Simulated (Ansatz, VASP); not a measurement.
# Two plane-wave programs on ZnS

Contents of POSCAR:

```
ZnS
1.0
    3.8054280145      0.0000000000      0.0000000000
   -1.9027140073      3.2955973328      0.0000000000
    0.0000000000      0.0000000000      6.2440175211
Zn S
2 2
Direct
    0.3333333333      0.6666666667      0.0053397645
    0.6666666667      0.3333333333      0.5053397645
    0.3333333333      0.6666666667      0.3796602355
    0.6666666667      0.3333333333      0.8796602355
```

Contents of INCAR.step1:

```
SYSTEM = ZnS
PREC     = Accurate       ! precision mode
ENCUT    = 520            ! plane-wave cutoff, eV
EDIFF    = 1E-5           ! SCF threshold, eV
ISMEAR   = 0              ! smearing method
SIGMA    = 0.01           ! smearing width, eV
LREAL    = .False.        ! projectors in reciprocal space
LASPH    = .True.         ! aspherical terms in the spheres
NELM     = 100            ! most SCF steps
ALGO     = Normal         ! electronic algorithm
ISIF     = 2              ! what is computed and relaxed
LWAVE    = .True.         ! write WAVECAR
GGA      = PE             ! functional
NBANDS   = 26             ! bands
```

The input INCAR.step2:

```
SYSTEM = ZnS
PREC     = Accurate       ! precision mode
ENCUT    = 520            ! plane-wave cutoff, eV
EDIFF    = 1E-7           ! SCF threshold, eV
ISMEAR   = 0              ! smearing method
SIGMA    = 0.01           ! smearing width, eV
LREAL    = .False.        ! projectors in reciprocal space
LASPH    = .True.         ! aspherical terms in the spheres
NELM     = 100            ! most SCF steps
ALGO     = Normal         ! electronic algorithm
ISIF     = 2              ! what is computed and relaxed
LWAVE    = .False.        ! write WAVECAR
LCHARG   = .True.         ! write CHGCAR
GGA      = PE             ! functional
LHFCALC  = .True.         ! exact exchange
HFSCREEN = 0.2079         ! screening, 1/A
PRECFOCK = Normal       
LELF     = .True.         ! ELF
LVHAR    = .True.       
ISTART   = 1            
NBANDS   = 26             ! bands
```

File KPOINTS:

```
regular mesh
0
Gamma
  6 6 2
  0 0 0
```

Input for Ansatz:

```yaml
crystal:
  lattice:
    - [3.8054280145, 0.0, 0.0]
    - [-1.9027140073, 3.2955973328, 0.0]
    - [0.0, 0.0, 6.2440175211]
  atoms:
    - { symbol: Zn, position: [0.3333333333, 0.6666666667, 0.0053397645] }
    - { symbol: Zn, position: [0.6666666667, 0.3333333333, 0.5053397645] }
    - { symbol: S, position: [0.3333333333, 0.6666666667, 0.3796602355] }
    - { symbol: S, position: [0.6666666667, 0.3333333333, 0.8796602355] }
kpoints:
  mp_grid: { grid: [6, 6, 2] }
  band_path:
    path:
      - [0.0, 0.0, 0.0]
      - [0.5, 0.0, 0.0]
      - [0.3333333333, 0.3333333333, 0.0]
      - [0.0, 0.0, 0.5]
      - [0.5, 0.0, 0.5]
      - [0.3333333333, 0.3333333333, 0.5]
    npoints: 1
hamiltonian:
  xc: hse06
scf:
  occupations: { method: fixed }
  n_extra_bands: 5
output:
  forces: true
  stress: true
  eigenvalues: true
```

Alike in both runs: task single point; functional HSE06; k mesh 6 × 6 × 2; no spin polarisation.

|  | VASP | Ansatz |
| --- | --- | --- |
| version | VASP 6.6.1 | Ansatz 0.2.0 |
| potentials or method | VASP PAW PBE potentials, release 64 (Zn, S) | plane waves, PAW |
| plane-wave cutoff (eV) | 520 | 420 |
| occupations | gaussian, width 0.01 eV | fixed |
| valence electrons in the cell | 36 | 36 |

VASP gave:

```
gap on the k mesh at the Fermi level (eV)                     : 3.43
pressure (GPa)                                                : 1.6
traceless stress, the component that is largest in VASP (GPa) : -0.11
```

Task: Which values does Ansatz return?

Result: gap on the k mesh at the Fermi level (eV): 3.45; pressure (GPa): 1.6; traceless stress, the component that is largest in VASP (GPa): -0.10.

Ansatz's warnings: stress exchange threshold loose, stress scf threshold loose.

The k mesh is coarse, so the values compare programs but aren't converged.
